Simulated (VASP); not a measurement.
# Ti (Fm-3m) in VASP: a series of runs

The runs below take Ti through electric field gradients, with PBE.

Program: VASP 6.6.1. These are calculated values, not measurements. Logs are shortened: lines on timing, memory, paths and dates and some standing lists are left out, and cuts for length are marked.

### 1 The cell of the first run

Symmetry: Fm-3m, No. 225, cubic system. Conventional cell: a = 4.140 Å, b = 4.140 Å, c = 4.140 Å, α = 90.00°, β = 90.00°, γ = 90.00°. Within 3.9 Å of Ti (site symmetry m-3m) lie 12 Ti at 2.93 Å.

### 2 Electric field gradients, PBE (volume scaled by 1.06)

INCAR

```
SYSTEM = Ti
ALGO = Normal
EDIFF = 1E-8
ENCUT = 520
GGA = PE
ISIF = 2
ISMEAR = -1
LASPH = .TRUE.
LCHARG = .FALSE.
LEFG = .TRUE.
LREAL = .FALSE.
LWAVE = .FALSE.
NBANDS = 12
NELM = 80
PREC = Accurate
SIGMA = 0.05
```

KPOINTS

```
k-points
0
G
  15 15 15
  0 0 0
```

POSCAR

```
Ti
1.0
    0.0000000000      2.0698140295      2.0698140295
    2.0698140295      0.0000000000      2.0698140295
    2.0698140295      2.0698140295      0.0000000000
Ti
1
Direct
    0.0000000000      0.0000000000      0.0000000000
```

Potentials or basis: VASP PAW PBE potentials, release 64 (Ti_sv).

Started as:

```bash
$ cat potpaw_PBE.64/Ti_sv/POTCAR > POTCAR
$ mpirun -np 1 vasp_std > vasp.out
```

OUTCAR:

```text
SYSTEM = Ti
   EDIFF = 1E-8
   ENCUT = 520
   GGA = PE
   ISIF = 2
   ISMEAR = -1
   LASPH = .TRUE.
   LREAL = .FALSE.
   NELM = 80
   PREC = Accurate

 ion  position               nearest neighbor table
   1  0.000  0.000  0.000-

  LATTYP: Found a face centered cubic cell.
 ALAT       =     4.1396280590

  Lattice vectors:

 A1 = (   0.0000000000,   2.0698140295,   2.0698140295)
 A2 = (   2.0698140295,   0.0000000000,   2.0698140295)
 A3 = (   2.0698140295,   2.0698140295,   0.0000000000)

Analysis of symmetry for initial positions (statically):
=====================================================================
 Subroutine PRICEL returns:
 Original cell was already a primitive cell.

 Routine SETGRP: Setting up the symmetry group for a
 face centered cubic supercell.

 Subroutine GETGRP returns: Found 48 space group operations
 (whereof 48 operations were pure point group operations)
 out of a pool of 48 trial point group operations.

The static configuration has the point symmetry O_h .

Analysis of symmetry for dynamics (positions and initial velocities):
=====================================================================
 Subroutine PRICEL returns:
 Original cell was already a primitive cell.

 Routine SETGRP: Setting up the symmetry group for a
 face centered cubic supercell.

 Subroutine GETGRP returns: Found 48 space group operations
 (whereof 48 operations were pure point group operations)
 out of a pool of 48 trial point group operations.

The dynamic configuration has the point symmetry O_h .

 Subroutine INISYM returns: Found 48 space group operations
 (whereof 48 operations are pure point group operations),
 and found     1 'primitive' translations

----------------------------------------------------------------------------------------

                                     Primitive cell

  volume of cell :      17.7347

  direct lattice vectors                    reciprocal lattice vectors
     0.000000000  2.069814029  2.069814029    -0.241567596  0.241567596  0.241567596
     2.069814029  0.000000000  2.069814029     0.241567596 -0.241567596  0.241567596
     2.069814029  2.069814029  0.000000000     0.241567596  0.241567596 -0.241567596

  length of vectors
     2.927159072  2.927159072  2.927159072     0.418407350  0.418407350  0.418407350

  position of ions in fractional coordinates (direct lattice)
     0.000000000  0.000000000  0.000000000

  ion indices of the primitive-cell ions
   primitive index   ion index
                 1           1

----------------------------------------------------------------------------------------

 KPOINTS: k-points

Automatic generation of k-mesh.
 Grid dimensions read from file:
 generate k-points for:   15   15   15

 Generating k-lattice:

  Cartesian coordinates                     Fractional coordinates (reciprocal lattice)
    -0.016104506  0.016104506  0.016104506     0.066666667  0.000000000  0.000000000
     0.016104506 -0.016104506  0.016104506     0.000000000  0.066666667  0.000000000
     0.016104506  0.016104506 -0.016104506     0.000000000  0.000000000  0.066666667

  Length of vectors
     0.027893823  0.027893823  0.027893823

  Shift w.r.t. Gamma in fractional coordinates (k-lattice)
     0.000000000  0.000000000  0.000000000

 Subroutine IBZKPT returns following result:
 ===========================================

 Found    120 irreducible k-points:

 Following reciprocal coordinates:
            Coordinates               Weight
  0.000000  0.000000  0.000000      1.000000
  0.066667  0.000000  0.000000      8.000000
  0.133333  0.000000  0.000000      8.000000
  0.200000  0.000000  0.000000      8.000000
  0.266667  0.000000  0.000000      8.000000
  0.333333  0.000000  0.000000      8.000000
[... 16 lines left out ...]
  0.133333  0.133333  0.000000      6.000000
  0.200000  0.133333  0.000000     24.000000
 [... further k-points ...]
   k-points           NKPTS =    120   k-points in BZ     NKDIM =    120   number of bands    NBANDS=     12
   number of dos      NEDOS =    301   number of ions     NIONS =      1
   total plane-waves  NPLWV =  13824
   dimension x,y,z NGX =    24 NGY =   24 NGZ =   24
   dimension x,y,z NGXF=    48 NGYF=   48 NGZF=   48
   ions per type =               1
   NGX,Y,Z   is equivalent  to a cutoff of  13.63, 13.63, 13.63 a.u.
   NGXF,Y,Z  is equivalent  to a cutoff of  27.26, 27.26, 27.26 a.u.
 SYSTEM =  Ti
   PREC   = accura    normal or accurate (medium, high low for compatibility)
   ISTART =      0    job   : 0-new  1-cont  2-samecut
   ICHARG =      2    charge: 1-file 2-atom 10-const
   ISPIN  =      1    spin polarized calculation?
   LNONCOLLINEAR =      F non collinear calculations
   LSORBIT =      F    spin-orbit coupling
   LASPH  =      T    aspherical Exc in radial PAW
   ENCUT  =  520.0 eV  38.22 Ry    6.18 a.u.   5.44  5.44  5.44*2*pi/ulx,y,z
   NELM   =     80;   NELMIN=  2; NELMDL= -5     # of ELM steps
   EDIFF  = 0.1E-07   stopping-criterion for ELM
   LREAL  =      F    real-space projection
   EDIFFG = 0.1E-06   stopping-criterion for IOM
   NSW    =      0    number of steps for IOM
   IBRION =     -1    ionic relax: 0-MD 1-quasi-New 2-CG
   NFREE  =      0    steps in history (QN), initial steepest desc. (CG)
   ISIF   =      2    stress and relaxation
   ISYM   =      2    0-nonsym 1-usesym 2-fastsym
   POTIM  = 0.5000    time-step for ionic-motion
   TEBEG  =    0.0;   TEEND  =   0.0 temperature during run
   PSTRESS=    0.0 pullay stress
   NELECT =      12.0000    total number of electrons
   NUPDOWN=      -1.0000    fix difference up-down
   EMIN   =  10.00;   EMAX   =-10.00  energy-range for DOS
   EFERMI =   0.00;   METHOD = LEGACY
   ISMEAR =    -1;   SIGMA  =   0.05  broadening in eV -4-tet -1-fermi 0-gaus
   EFERMI_NEDOS =   21; number of points for ismear=-14 and -15
   IALGO  =     38    algorithm
   IMIX   =      4    mixing-type and parameters
     AMIX     =   0.40;   BMIX     =  1.00
     AMIX_MAG =   1.60;   BMIX_MAG =  1.00
  volume/ion in A,a.u.               =      17.73       119.68
  Fermi-wavevector in a.u.,A,eV,Ry     =   1.437233  2.715977 28.104730  2.065639
  Thomas-Fermi vector in A             =   2.556334
   LORBIT       =      0    0 simple, 1 ext, 2 COOP (PROOUT), +10 PAW based schemes
   GGA     = PE    functional components
   LHFCALC =     F    Hartree Fock is set to
   AEXX    =    0.0000 exact exchange contribution
   IVDW    =     0    specifies the selected vdW correction
   LEPSILON=     F    determine dielectric tensor
   LRPA    =     F    only Hartree local field effects (RPA)
 non-spin polarized calculation
  energy-cutoff  :      520.00
  volume of cell :       17.73
 maximum number of plane-waves:       531
 NGX is ok and might be reduce to    24
   NGX = 11   NGY = 11   NGZ = 11

 number of electron      11.9999999 magnetization

 Free energy of the ion-electron system (eV)
  ---------------------------------------------------
  ext. energy  EPLUGINS =         0.00000000
  ---------------------------------------------------
  free energy    TOTEN  =        -7.78268507 eV

  energy without entropy =       -7.76853616  energy(sigma->0) =       -7.77561061

 E-fermi :   7.9989     XC(G=0): -11.4016

 val. band max:        7.9867582288   @ k =   0.3333   0.0000   0.0000
 cond. band min:       8.0084544946   @ k =  -0.4000   0.3333   0.1333
 fundamental gap:      0.0216962657
 Fermi energy:         7.9989365988

 k-point     1 :       0.0000    0.0000    0.0000
  band No.  band energies     occupation
      1     -48.7514      2.00000
      2     -24.6336      2.00000
      3     -24.6336      2.00000
      4     -24.6336      2.00000
      5       1.9548      2.00000
      6       8.8583      0.00000
      7       8.8583      0.00000
      8       8.8583      0.00000
      9      10.4425      0.00000
     10      10.4425      0.00000
     11      23.1296      0.00000
     12      27.5045      0.00000

 k-point     2 :       0.0667    0.0000    0.0000
  band No.  band energies     occupation
      1     -48.7465      2.00000
      2     -24.6614      2.00000
      3     -24.6371      2.00000
      4     -24.6371      2.00000
      5       2.0958      2.00000
      6       8.7724      0.00000
      7       8.9086      0.00000
      8       8.9086      0.00000
      9      10.4105      0.00000
     10      10.4105      0.00000
     11      23.2338      0.00000
     12      26.3952      0.00000

 k-point     3 :       0.1333    0.0000    0.0000
  band No.  band energies     occupation
      1     -48.7330      2.00000
      2     -24.7396      2.00000
      3     -24.6470      2.00000
      4     -24.6470      2.00000
      5       2.5056      2.00000
      6       8.5470      0.00003
      7       9.0295      0.00000
      8       9.0295      0.00000
      9      10.3506      0.00000
     10      10.3506      0.00000
     11      23.2676      0.00000
     12      24.7085      0.00000

 k-point     4 :       0.2000    0.0000    0.0000
  band No.  band energies     occupation
      1     -48.7130      2.00000
      2     -24.8536      2.00000
      3     -24.6615      2.00000
      4     -24.6615      2.00000
      5       3.1410      2.00000
      6       8.2643      0.00986
      7       9.1229      0.00000
      8       9.1229      0.00000
      9      10.3736      0.00000
     10      10.3736      0.00000
     11      22.0492      0.00000
     12      24.0854      0.00000

 k-point     5 :       0.2667    0.0000    0.0000
  band No.  band energies     occupation
      1     -48.6899      2.00000
      2     -24.9828      2.00000
      3     -24.6782      2.00000
      4     -24.6782      2.00000
      5       3.9152      2.00000
      6       8.0343      0.66047
      7       9.0879      0.00000
      8       9.0879      0.00000
      9      10.5834      0.00000
     10      10.5834      0.00000
     11      20.2336      0.00000
     12      23.7303      0.00000
[... 228 lines left out ...]
      1     -48.7231      2.00000
      2     -24.7852      2.00000
      3     -24.6727      2.00000
      4     -24.6465      2.00000
      5       2.8128      2.00000
      6       8.3812      0.00096
      7       9.0927      0.00000
      8       9.1324      0.00000
      9      10.1383      0.00000
     10      10.5153      0.00000
     11      23.1228      0.00000
     12      24.1179      0.00000

 k-point    22 :      -0.0667    0.0667    0.0000
  band No.  band energies     occupation
      1     -48.7388      2.00000
      2     -24.7002      2.00000
      3     -24.6530      2.00000
      4     -24.6383      2.00000
      5       2.3265      2.00000
      6       8.6298      0.00001
      7       8.9845      0.00000
      8       8.9970      0.00000
      9      10.2758      0.00000
     10      10.4566      0.00000
     11      23.3581      0.00000
     12      25.4250      0.00000

 k-point    23 :       0.1333    0.1333    0.0000
  band No.  band energies     occupation
      1     -48.7269      2.00000
      2     -24.7368      2.00000
      3     -24.6702      2.00000
      4     -24.6702      2.00000
      5       2.6847      2.00000
      6       8.3479      0.00186
      7       9.1849      0.00000
      8       9.1849      0.00000
      9       9.9468      0.00000
     10      10.6017      0.00000
     11      23.6736      0.00000
     12      25.3099      0.00000

 k-point    24 :       0.2000    0.1333    0.0000
  band No.  band energies     occupation
      1     -48.7120      2.00000
      2     -24.8109      2.00000
      3     -24.6888      2.00000
      4     -24.6838      2.00000
      5       3.1514      2.00000
      6       8.0985      0.24037
      7       9.2841      0.00000
      8       9.3464      0.00000
      9       9.8195      0.00000
     10      10.6841      0.00000
     11      23.4508      0.00000
     12      24.2444      0.00000

 [... further k-points ...]
[... 5 lines left out ...]
  --------------------------------------------------------------------------------------
  -------------------------------------------------------------------------------------
  Total       -0.2518437     -0.2518437     -0.2518437      0.0000000      0.0000000      0.0000000
  in kB      -22.7518998    -22.7518998    -22.7518998      0.0000000      0.0000000      0.0000000
  external PRESSURE =     -22.7518998 kB  Pullay stress =       0.0000000 kB

 VOLUME and BASIS-vectors are now :
 -----------------------------------------------------------------------------
  energy-cutoff  :      520.00
  volume of cell :       17.73
      direct lattice vectors                 reciprocal lattice vectors
     0.000000000  2.069814029  2.069814029    -0.241567596  0.241567596  0.241567596
     2.069814029  0.000000000  2.069814029     0.241567596 -0.241567596  0.241567596
     2.069814029  2.069814029  0.000000000     0.241567596  0.241567596 -0.241567596

 POSITION                                       TOTAL-FORCE (eV/Angst)
 -----------------------------------------------------------------------------------
      0.00000      0.00000      0.00000        -0.000000     -0.000000      0.000000
 -----------------------------------------------------------------------------------
    total drift:                               -0.000000      0.000000      0.000000

  FREE ENERGIE OF THE ION-ELECTRON SYSTEM (eV)
  ---------------------------------------------------
  free  energy   TOTEN  =        -7.7826850700 eV

  energy  without entropy=       -7.7685361597  energy(sigma->0) =       -7.77561061

 Electric field gradients (V/A^2)
---------------------------------------------------------------------
 ion       V_xx      V_yy      V_zz      V_xy      V_xz      V_yz
---------------------------------------------------------------------
   1      -0.000     0.000     0.000     0.000     0.000     0.000
---------------------------------------------------------------------

 Electric field gradients after diagonalization (V/A^2)
 (convention: |V_zz| > |V_xx| > |V_yy|)
----------------------------------------------------------------------
 ion       V_xx      V_yy      V_zz     asymmetry (V_yy - V_xx)/ V_zz
----------------------------------------------------------------------
   1      -0.000    -0.000     0.001       0.000
----------------------------------------------------------------------

           NMR quadrupolar parameters

 Cq : quadrupolar parameter    Cq=e*Q*V_zz/h
 eta: asymmetry parameters     (V_yy - V_xx)/ V_zz
 Q  : nuclear electric quadrupole moment in mb (millibarn)
----------------------------------------------------------------------
 ion       Cq(MHz)       eta       Q (mb)
----------------------------------------------------------------------
   1       0.000       0.000       1.000
----------------------------------------------------------------------
```

Wall time 16 s (1 thread of Intel Xeon 6975P-C, shared host); peak memory 0.15 GiB.

Results:

* Free energy: -7.7827 eV
* Pressure: -2.3 GPa
* Band gap on the k mesh: zero (band 6 reaches 8.86 eV, above the bottom of band 7 at 7.74 eV)

Caveat: without QUAD_EFG the Cq values of the log hold for a quadrupole moment of 1 mb, not for the nuclei.

(Continued in part 2 of 2.)
